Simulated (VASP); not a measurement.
A run of VASP 6.6.1 is set up as follows.

INCAR

```
SYSTEM = ZnSiP2
PREC = Accurate
ENCUT = 500
EDIFF = 1E-7
ISMEAR = 0
SIGMA = 0.02
LREAL = .FALSE.
LASPH = .TRUE.
NELM = 120
ALGO = Normal
ISIF = 3
LWAVE = .FALSE.
LCHARG = .FALSE.
GGA = PS
IBRION = 2
NSW = 100
EDIFFG = -0.002
GGA_COMPAT = .FALSE.
NELMIN = 4
```

File KPOINTS:

```
regular mesh
0
G
  8 8 8
  0 0 0
```

The input POSCAR:

```
ZnSiP2
1.0
   -2.6867032364      2.6867032364      5.2300306318
    2.6867032364     -2.6867032364      5.2300306318
    2.6867032364      2.6867032364     -5.2300306318
Zn Si P
2 2 4
Direct
    0.0000000000      0.0000000000      0.0000000000
    0.7500000000      0.2500000000      0.5000000000
    0.5000000000      0.5000000000      0.0000000000
    0.2500000000      0.7500000000      0.5000000000
    0.3750000000      0.3923012000      0.5173012000
    0.8750000000      0.8576988000      0.4826988000
    0.6076988000      0.1250000000      0.9826988000
    0.1423012000      0.6250000000      0.0173012000
```

Potentials or basis: VASP PAW PBE potentials, release 64 (Zn, Si, P).

Command:

```sh
$ cat potpaw_PBE.64/Zn/POTCAR potpaw_PBE.64/Si/POTCAR potpaw_PBE.64/P/POTCAR > POTCAR
$ mpirun -np 1 vasp_std > vasp.out
```

(1) What does it give for the band gap on the k mesh?

(2) Estimate the relaxed cell.

(3) Predict the relaxed volume.

Results:

(1) 1.17 eV, direct.

(2) a = 6.453 Å, b = 6.453 Å, c = 6.453 Å, α = 130.96°, β = 130.96°, γ = 71.88°.

(3) 18.74 Å³/atom.

Caveat: the PAW data sets were made with another functional, which shifts forces and pressure a little.
